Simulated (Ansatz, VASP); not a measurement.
# Al8H in VASP and in Ansatz

```
Al H
1.0
     5.71430    0.00000    0.00000
     0.00000    8.08124    0.00000
     0.00000    0.00000   22.24380
Al H
16 2
Cartesian
  1.4286 2.0203 4.0000
  1.4286 6.0609 4.0000
  4.2857 2.0203 4.0000
  4.2857 6.0609 4.0000
  0.0000 0.0000 5.4286
  0.0000 4.0406 5.4286
  2.8572 0.0000 5.4286
  2.8572 4.0406 5.4286
  1.4286 2.0203 6.9016
  1.4286 6.0609 6.9016
  4.2857 2.0203 6.9016
  4.2857 6.0609 6.9016
  0.0000 0.0000 8.2438
  0.0000 4.0406 8.2438
  2.8572 0.0000 8.2438
  2.8572 4.0406 8.2438
  4.2857 -1.3250 9.9738
  4.2857 1.3250 9.9738
```

Alike in both runs: task single point; functional PBE; k mesh 5 × 4 × 1; occupations gaussian, width 0.1 eV; no spin polarisation.

|  | VASP | Ansatz |
| --- | --- | --- |
| version | VASP 6.6.1 | Ansatz 0.2.0 |
| potentials or method | VASP PAW PBE potentials, release 64 (Al, H), cutoff 520 eV | scalar-relativistic, plane waves, PAW |
| valence electrons in the cell | 50 | 50 |

```csv
,VASP,Ansatz,Ansatz less VASP
gap on the k mesh at the Fermi level (eV),none,none,-
rms of the force components (eV/Å),0.374,0.374,-0.0002
```

Atom by atom the forces differ by 0.001 eV/Å (rms over components). A gap of «none» marks a metal or a gap that the smearing closes.
